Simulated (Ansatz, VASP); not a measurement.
**GaAs: VASP beside Ansatz**

The input INCAR:

```
SYSTEM = GaAs
PREC = Accurate ; ENCUT = 520
EDIFF = 1E-7 ; ISMEAR = -1
SIGMA = 0.05 ; LREAL = .False.
LASPH = .True. ; NELM = 100
ALGO = Normal ; ISIF = 2
LWAVE = .False. ; LCHARG = .False.
GGA = CA ; NBANDS = 16
```

KPOINTS

```
regular mesh
0
Gamma
  11 11 11
  0 0 0
```

Contents of POSCAR:

```
GaAs
1.0
    0.0000000000      2.7703130000      2.8268500000
    2.7703130000      0.0000000000      2.8268500000
    2.7703130000      2.7703130000      0.0000000000
Ga As
1 1
Direct
    0.0000000000      0.0000000000      0.0000000000
    0.7500000000      0.7500000000      0.7500000000
```

Input for Ansatz:

```yaml
crystal:
  lattice:
    - [0.0, 2.770313, 2.82685]
    - [2.770313, 0.0, 2.82685]
    - [2.770313, 2.770313, 0.0]
  atoms:
    - { symbol: Ga, position: [0.0, 0.0, 0.0] }
    - { symbol: As, position: [0.75, 0.75, 0.75] }
kpoints:
  mp_grid: { grid: [11, 11, 11] }
  band_path:
    path:
      - [0.0, 0.0, 0.0]
      - [0.5, 0.0, 0.5]
      - [0.75, 0.25, 0.5]
      - [0.5, 0.5, 0.5]
      - [0.0, 0.0, 0.0]
      - [0.5, 0.5, 0.0]
      - [0.62995, 0.62995, 0.2599]
      - [0.37005, 0.37005, 0.7401]
      - [0.0, 0.0, 0.0]
    npoints: 5
scf:
  occupations: { method: fermi_dirac, width: 0.05 }
hamiltonian:
  xc: lda
  pseudopotentials: { kind: all_electron, lapw: { basis_error: 0.0005 } }
output:
  forces: true
  stress: true
  eigenvalues: true
```

Change from the starting cell: equal xx and yy strain of -2 %.

Alike in both runs: task single point; functional LDA; k mesh 11 × 11 × 11; occupations fermi-dirac, width 0.05 eV; no spin polarisation.

```csv
,VASP,Ansatz
version,VASP 6.6.1,Ansatz 0.2.0
potentials or method,"VASP PAW LDA potentials, release 64 (Ga_d, As), cutoff 520 eV","all-electron LAPW, scalar-relativistic"
```

Ansatz gave:

```
pressure (GPa)                                                : 1.1
traceless stress, the component that is largest in VASP (GPa) : -0.90
```

Estimate VASP's values.

pressure (GPa): 1.4; traceless stress, the component that is largest in VASP (GPa): -0.89.

LDA's correlation is that of Perdew and Zunger in VASP and of Perdew and Wang (1992) in Ansatz. Ansatz ran all-electron here, and VASP with PAW potentials.
